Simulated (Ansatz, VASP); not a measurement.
## Two plane-wave programs on Ru

File INCAR:

```
SYSTEM = Ru
PREC     = Accurate       ! precision mode
ENCUT    = 520            ! plane-wave cutoff, eV
EDIFF    = 1E-6           ! SCF threshold, eV
ISMEAR   = 1              ! smearing method
SIGMA    = 0.3            ! smearing width, eV
LREAL    = .False.        ! projectors in reciprocal space
LASPH    = .True.         ! aspherical terms in the spheres
NELM     = 80             ! most SCF steps
ALGO     = Normal         ! electronic algorithm
ISIF     = 2              ! what is computed and relaxed
LWAVE    = .False.        ! write WAVECAR
LCHARG   = .True.         ! write CHGCAR
GGA      = CA             ! functional
LELF     = .True.         ! ELF
LVHAR    = .True.       
NBANDS   = 21             ! bands
```

File KPOINTS:

```
Automatic mesh
0
Gamma
  13 13 8
  0 0 0
```

File POSCAR:

```
Ru
1.0
    2.6775346364      0.0000000000      0.0000000000
   -1.3387673182      2.3188130146      0.0000000000
    0.0000000000      0.0000000000      4.2181251212
Ru
2
Direct
    0.3333333333      0.6666666667      0.2500000000
    0.6666666667      0.3333333333      0.7500000000
```

Input for Ansatz:

```yaml
crystal:
  lattice:
    - [2.6775346364, 0.0, 0.0]
    - [-1.3387673182, 2.3188130146, 0.0]
    - [0.0, 0.0, 4.2181251212]
  atoms:
    - { symbol: Ru, position: [0.3333333333, 0.6666666667, 0.25] }
    - { symbol: Ru, position: [0.6666666667, 0.3333333333, 0.75] }
hamiltonian:
  xc: lda
  pseudopotentials:
    kind: paw
    azcp:
      Ru: "pseudopotentials/Ru.paw.azcp"
basis:
  ecutwfc: 420
  fft_grid_basis: typed
kpoints:
  mp_grid: { grid: [13, 13, 8], shift: [0, 0, 0] }
magnetization:
  spin_polarized: false
scf:
  occupations: { method: cold, width: 0.3 }
  lower_state_search: "off"
output:
  stress: true
```

Alike in both runs: task single point; functional LDA; k mesh 13 × 13 × 8; no spin polarisation.

|  | VASP | Ansatz |
| --- | --- | --- |
| version | VASP 6.6.1 | Ansatz 0.2.0 |
| potentials or method | VASP PAW LDA potentials, release 64 (Ru_pv), cutoff 520 eV | plane waves (420 eV) with PAW, scalar-relativistic |
| occupations | methfessel-paxton of order 1, width 0.3 eV | cold, width 0.3 eV |
| valence electrons in the cell | 28 | 32 |

|  | VASP | Ansatz | Ansatz less VASP |
| --- | --- | --- | --- |
| pressure (GPa) | 0.7 | -0.2 | -0.99 |
| traceless stress, the component that is largest in VASP (GPa) | -0.26 | -0.12 | +0.138 |

Ansatz warns that its potentials were made for another functional, while VASP's fit it. LDA's correlation is that of Perdew and Zunger in VASP and of Perdew and Wang (1992) in Ansatz. VASP's potentials hold 28 valence electrons a cell and Ansatz's 32, so a difference there can come from the potentials and not from the codes.
